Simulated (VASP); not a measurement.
Wanted: the native input for a VASP 6.6.1 run.

| Property | Result |
| --- | --- |
| Task | single point |
| Functional | r2SCAN |
| Potentials or basis | VASP PAW PBE potentials, release 64 (Co) |
| Cutoff | 520 eV |
| k mesh | 20 × 20 × 20 |
| Occupations | gaussian, width 0.05 eV |
| Spin | collinear spin, ferromagnetic start |
| Starting moments | [2.14] μB |
| Dipole correction | no |
| Further INCAR settings | ALGO = Normal; EDIFF = 1e-06; NBANDS = 14 |

Co:

```
Co
1.0
     0.00000    1.75624    1.75624
     1.75624    0.00000    1.75624
     1.75624    1.75624    0.00000
Co
1
Direct
  0.00000 0.00000 0.00000
```

This isn't the form of Co at room conditions, which is hcp.

These files were run (other wordings do the same):

POSCAR

```
Co
1.0
    0.0000000000      1.7562444945      1.7562444945
    1.7562444945      0.0000000000      1.7562444945
    1.7562444945      1.7562444945      0.0000000000
Co
1
Direct
    0.0000000000      0.0000000000      0.0000000000
```

INCAR.step1

```
  PREC = Accurate
  ENCUT = 520
  ISMEAR = 0
  SIGMA = 0.05
  LREAL = F
  LASPH = T
  NELM = 150
  ISPIN = 2
  MAGMOM = 2.14
  LMAXMIX = 4
  NBANDS = 14
  GGA = PE
  ALGO = Normal
  EDIFF = 1E-4
  LWAVE = T
  LCHARG = F
```

INCAR.step2

```
  PREC = Accurate
  ENCUT = 520
  EDIFF = 1E-6
  ISMEAR = 0
  SIGMA = 0.05
  LREAL = F
  LASPH = T
  NELM = 150
  ALGO = Normal
  ISIF = 2
  LWAVE = F
  LCHARG = T
  ISPIN = 2
  MAGMOM = 2.14
  LORBIT = 11
  LMAXMIX = 4
  METAGGA = R2SCAN
  LMIXTAU = T
  LELF = T
  LVHAR = T
  NBANDS = 14
  ISTART = 1
```

KPOINTS

```
regular mesh
0
Gamma
  20 20 20
```

Potentials or basis: VASP PAW PBE potentials, release 64 (Co).

Command:

```bash
$ cat potpaw_PBE.64/Co/POTCAR > POTCAR
$ cp INCAR.step1 INCAR
$ mpirun -np 1 vasp_std > vasp.out
$ cp INCAR.step2 INCAR
$ mpirun -np 1 vasp_std > vasp.out
```

It gave:

| Item | Value |
| --- | --- |
| Pressure | 0.0 GPa |
| Net moment | 1.83 μB per cell |
| Site moments | Co +1.89 μB |
| Valence electrons inside the program's atomic spheres | Co 8.30 |

Caveat: the PAW data sets were made with another functional, which shifts forces and pressure a little.

Wall time 2.6 min on 1 thread of AMD EPYC 9R45 96-Core Processor (Zen 5), with other jobs on the host, peak memory 0.14 GiB.
